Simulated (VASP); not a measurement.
Crystal: Ni.

```
Ni
1.0
     0.00000    1.71246    1.71246
     1.71246    0.00000    1.71246
     1.71246    1.71246    0.00000
Ni
1
Direct
  0.00000 0.00000 0.00000
```

Base run:

| Item | Value |
| --- | --- |
| Program | VASP 6.6.1 |
| Functional | LDA |
| Potentials or basis | VASP PAW LDA potentials, release 64 (Ni) |
| Cutoff | 520 eV |
| k mesh | 16 × 16 × 16 |
| Occupations | methfessel-paxton, width 0.1 eV |
| Spin | collinear spin, ferromagnetic start |
| Starting moments | [0.607] μB |

Its results: pressure -0.7 GPa; net moment 0.57 μB per cell.

The run is repeated on the same cell with these changes: occupations from methfessel-paxton, width 0.1 eV to methfessel-paxton, width 1 eV. What comes out?

Pressure -1.5 GPa; net moment 0.00 μB per cell.

Caveats: so wide a smearing shifts energies and pressures (at least some runs).
